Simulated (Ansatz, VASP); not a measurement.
**Cu in VASP and in Ansatz**

INCAR

```
ALGO = Normal
EDIFF = 1E-7
ENCUT = 520
GGA = PS
ISIF = 2
ISMEAR = 0
LASPH = True
LCHARG = False
LREAL = False
LWAVE = False
NBANDS = 12
NELM = 80
PREC = Accurate
SIGMA = 0.15
```

KPOINTS

```
k-points
0
Gamma
  22 22 22
```

File POSCAR:

```
Cu
1.0
    0.0000000000      1.8617250000      1.8346125000
    1.8617250000      0.0000000000      1.8346125000
    1.8617250000      1.8617250000      0.0000000000
Cu
1
Direct
    0.0000000000      0.0000000000      0.0000000000
```

Input for Ansatz:

```yaml
crystal:
  lattice:
    - [0.0, 1.861725, 1.8346125]
    - [1.861725, 0.0, 1.8346125]
    - [1.861725, 1.861725, 0.0]
  atoms:
    - { symbol: Cu, position: [0.0, 0.0, 0.0] }
basis:
  ecutwfc: 420
kpoints:
  mp_grid: { grid: [22, 22, 22] }
hamiltonian:
  xc: pbesol
scf:
  occupations: { method: gaussian, width: 0.15 }
output:
  forces: true
  stress: true
  eigenvalues: true
```

Change from the starting cell: strain +0.030 along x and y, +0.015 along z, atoms carried along.

Alike in both runs: task single point; functional PBEsol; k mesh 22 × 22 × 22; occupations gaussian, width 0.15 eV; no spin polarisation.

```csv
,VASP,Ansatz
version,VASP 6.6.1,Ansatz 0.2.0
potentials or method,"VASP PAW PBE potentials, release 64 (Cu), cutoff 520 eV","scalar-relativistic, plane waves, PAW"
valence electrons in the cell,11,19
```

|  | VASP | Ansatz | Ansatz less VASP |
| --- | --- | --- | --- |
| gap on the k mesh at the Fermi level (eV) | none | none | - |
| pressure (GPa) | -14.0 | -14.7 | -0.67 |
| traceless stress, the component that is largest in VASP (GPa) | 0.44 | 0.44 | +0.002 |

VASP's potentials were made for PBE, not for PBEsol. A gap of «none» marks a metal or a gap that the smearing closes. VASP's potentials hold 11 valence electrons a cell and Ansatz's 19, so a difference there can come from the potentials and not from the codes.
